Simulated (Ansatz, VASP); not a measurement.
**One calculation of Rh, two programs**

INCAR

```
SYSTEM = Rh
PREC = Accurate
ENCUT = 520
EDIFF = 1E-7
ISMEAR = -1
SIGMA = 0.05
LREAL = .FALSE.
LASPH = .TRUE.
NELM = 100
ALGO = Normal
ISIF = 2
LWAVE = .FALSE.
LCHARG = .TRUE.
GGA = PS
LELF = .TRUE.
LVHAR = .TRUE.
NBANDS = 22
```

KPOINTS

```
Automatic mesh
0
G
  13 13 7
  0 0 0
```

Contents of POSCAR:

```
Rh
1.0
    2.7157318845      0.0000000000      0.0000000000
   -1.3578659422      2.3518928018      0.0000000000
    0.0000000000      0.0000000000      4.3994856529
Rh
2
Direct
    0.3133333333      0.6566666667      0.2350000000
    0.6866666667      0.3433333333      0.7650000000
```

Input for Ansatz:

```yaml
crystal:
  lattice:
    - [2.7157318845, 0.0, 0.0]
    - [-1.3578659422, 2.3518928018, 0.0]
    - [0.0, 0.0, 4.3994856529]
  atoms:
    - { symbol: Rh, position: [0.3133333333, 0.6566666667, 0.235] }
    - { symbol: Rh, position: [0.6866666667, 0.3433333333, 0.765] }
kpoints:
  mp_grid: { grid: [13, 13, 7] }
scf:
  occupations: { method: fermi_dirac, width: 0.05 }
hamiltonian:
  xc: pbesol
  pseudopotentials: { kind: all_electron, lapw: { basis_error: 0.001 } }
output:
  forces: true
  stress: true
  eigenvalues: true
  populations: true
```

Change from the starting cell: shortest bond scaled by 0.94, LAPW.

Alike in both runs: task single point; functional PBEsol; k mesh 13 × 13 × 7; occupations fermi-dirac, width 0.05 eV; no spin polarisation.

```csv
,VASP,Ansatz
version,VASP 6.6.1,Ansatz 0.2.0
potentials or method,"VASP PAW PBE potentials, release 64 (Rh_pv), cutoff 520 eV","all-electron LAPW, scalar-relativistic"
```

VASP gave:

| Quantity | Value |
| --- | --- |
| pressure (GPa) | -6.8 |
| traceless stress, the component that is largest in VASP (GPa) | 1.75 |
| rms of the force components (eV/Å) | 0.783 |

Problem. Which values does Ansatz return?

Solution. Pressure (GPa): -6.7; traceless stress, the component that is largest in VASP (GPa): 1.74; rms of the force components (eV/Å): 0.782.

VASP's potentials were made for PBE, not for PBEsol. Atom by atom the forces differ by 0.001 eV/Å (rms over components). Ansatz ran all-electron here, and VASP with PAW potentials.
